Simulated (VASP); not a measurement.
Input of a VASP 6.6.1 run:

Contents of INCAR:

```
  PREC = Accurate
  ENCUT = 520
  EDIFF = 1E-7
  ISMEAR = -1
  SIGMA = 0.06122561905347299
  LREAL = False
  LASPH = True
  NELM = 80
  ALGO = Normal
  ISIF = 2
  LWAVE = False
  LCHARG = True
  GGA = PE
  LELF = True
  LVHAR = True
  NBANDS = 43
```

The input KPOINTS:

```
Automatic mesh
0
Gamma
  8 8 8
```

Contents of POSCAR:

```
O3F2
1.0
    4.8929582269      0.0000000000      0.0000000000
    0.0000000000      4.8929582269      0.0000000000
    0.0000000000      0.0000000000      4.8929582269
F O
4 6
Direct
    0.2500000000      0.2500000000      0.2500000000
    0.7500000000      0.7500000000      0.2500000000
    0.7500000000      0.2500000000      0.7500000000
    0.2500000000      0.7500000000      0.7500000000
    0.5000000000      0.0000000000      0.0000000000
    0.0000000000      0.5000000000      0.0000000000
    0.0000000000      0.0000000000      0.5000000000
    0.5000000000      0.5000000000      0.0000000000
    0.5000000000      0.0000000000      0.5000000000
    0.0000000000      0.5000000000      0.5000000000
```

Potentials or basis: VASP PAW PBE potentials, release 64 (F, O).

The run is started by

```sh
$ cat potpaw_PBE.64/F/POTCAR potpaw_PBE.64/O/POTCAR > POTCAR
$ mpirun -np 1 vasp_std > vasp.out
```

**Question.** Predict the pressure.

**Answer.** -3.2 GPa.

**Question.** Estimate the band gap on the k mesh.

**Answer.** Zero (bands 32 and 33 overlap by 0.31 eV).

Caveat: the cell stands under tension.
